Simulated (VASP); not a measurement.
Input of a VASP 6.6.1 run:

The input INCAR:

```
PREC = Accurate
ENCUT = 600
EDIFF = 1E-6
ISMEAR = 0
SIGMA = 0.05
LREAL = False
LASPH = True
NELM = 120
ALGO = Normal
ISIF = 2
LWAVE = False
LCHARG = False
GGA = CA
NBANDS = 16
GGA_COMPAT = False
```

The input KPOINTS:

```
regular mesh
0
Gamma
  6 6 6
```

Contents of POSCAR:

```
GaN
1.0
    2.6781621969      0.0000000000      0.0000000000
    0.0000000000      2.6781621969      0.0000000000
    0.0000000000      0.0000000000      2.6781621969
Ga N
1 1
Direct
    0.0000000000      0.0000000000      0.0000000000
    0.5000000000      0.5000000000      0.5000000000
```

Potentials or basis: VASP PAW LDA potentials, release 64 (Ga_d, N).

Run with:

```console
$ cat potpaw_LDA.64/Ga_d/POTCAR potpaw_LDA.64/N/POTCAR > POTCAR
$ mpirun -np 1 vasp_std > vasp.out
```

(1) Predict the band gap on the k mesh.

(2) What does it give for the pressure?

## Answers

(1) zero (band 9 reaches 8.45 eV, above the bottom of band 10 at 7.06 eV).

(2) 0.4 GPa.

Caveat: the k points lie up to 0.39 Å⁻¹ apart.
